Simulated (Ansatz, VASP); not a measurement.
## Two plane-wave programs on In3AgI4

```
CELL_PARAMETERS angstrom
6.82490 0.00000 0.00000
0.00000 6.82490 0.00000
0.00000 0.00000 6.82490
ATOMIC_POSITIONS crystal
In 0.50000 0.00000 0.00000
In 0.00000 0.50000 0.00000
In 0.00000 0.00000 0.50000
Ag 0.50000 0.50000 0.50000
I 0.00000 0.50000 0.50000
I 0.50000 0.00000 0.50000
I 0.50000 0.50000 0.00000
I 0.00000 0.00000 0.00000
```

Alike in both runs: functional PBE; k mesh 6 × 6 × 6; occupations gaussian, width 0.1 eV; no spin polarisation.

Ansatz relaxed the structure, and its values are those at the end. VASP's run is a single point on that final structure, the one shown.

```csv
,VASP,Ansatz
version,VASP 6.6.1,Ansatz 0.2.0
potentials or method,"VASP PAW PBE potentials, release 64 (In_d, Ag, I), cutoff 520 eV","scalar-relativistic, plane waves, PAW"
valence electrons in the cell,78,126
```

```tsv
	VASP	Ansatz	Ansatz less VASP
gap on the k mesh at the Fermi level (eV)	none	none	-
pressure (GPa)	0.0	0.0	+0.02
```

A gap of «none» marks a metal or a gap that the smearing closes. With one functional, cell and mesh, what is left measures potentials, basis and numerics. VASP's potentials hold 78 valence electrons a cell and Ansatz's 126, so a difference there can come from the potentials and not from the codes.

Neither program's run includes spin-orbit coupling.
